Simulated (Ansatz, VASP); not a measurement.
## H in VASP and in Ansatz

```
H
1.0
    14.00000    0.00000    0.00000
     0.00000   14.40000    0.00000
     0.00000    0.00000   14.80000
H
1
Direct
  0.50000 0.50000 0.50000
```

Alike in both runs: task single point; functional BLYP; k mesh 1 × 1 × 1; occupations fermi-dirac, width 0.01 eV; collinear spin.

|  | VASP | Ansatz |
| --- | --- | --- |
| version | VASP 6.6.1 | Ansatz 0.2.0 |
| potentials or method | VASP PAW PBE potentials, release 64 (H), cutoff 520 eV | plane waves (420 eV) with PAW, scalar-relativistic |
| valence electrons in the cell | 1 | 1 |

VASP gave:

- gap on the k mesh at the Fermi level (eV): 7.33
- net moment per atom (μB): 1.00
- size of the moment on the site where the two differ most (μB): 0.38

Q: Which values does Ansatz return?

A: gap on the k mesh at the Fermi level (eV): 6.52; net moment per atom (μB): 1.00; size of the moment on the site where the two differ most (μB): 1.00.

VASP's potentials were made for PBE, not for BLYP. Site moments also hang on the region over which each program counts them. Ansatz's warnings: nearly empty spin channel levels not settled.
